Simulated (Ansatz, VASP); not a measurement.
# Al3Cu in VASP and in Ansatz

```
Al Cu
1.0
     3.89235    0.00000    0.00000
     0.00000    3.89235    0.00000
     0.00000    0.00000    3.89235
Al Cu
3 1
Direct
  0.00000 0.50000 0.50000
  0.50000 0.00000 0.50000
  0.50000 0.50000 0.00000
  0.00000 0.00000 0.00000
```

Alike in both runs: functional PBEsol; k mesh 12 × 12 × 12; occupations gaussian, width 0.1 eV; no spin polarisation.

Ansatz relaxed the structure, and its values are those at the end. VASP's run is a single point on that final structure, the one shown.

|  | VASP | Ansatz |
| --- | --- | --- |
| version | VASP 6.6.1 | Ansatz 0.2.0 |
| potentials or method | VASP PAW PBE potentials, release 64 (Al, Cu), cutoff 520 eV | scalar-relativistic, plane waves, PAW |
| valence electrons in the cell | 20 | 28 |

|  | VASP | Ansatz | Ansatz less VASP |
| --- | --- | --- | --- |
| gap on the k mesh at the Fermi level (eV) | none | none | - |
| pressure (GPa) | 0.2 | 0.0 | -0.23 |

VASP's potentials were made for PBE, not for PBEsol. A gap of «none» marks a metal or a gap that the smearing closes. The functional is the same, so the differences come from potentials, cutoffs and numerics. VASP's potentials hold 20 valence electrons a cell and Ansatz's 28, so a difference there can come from the potentials and not from the codes.
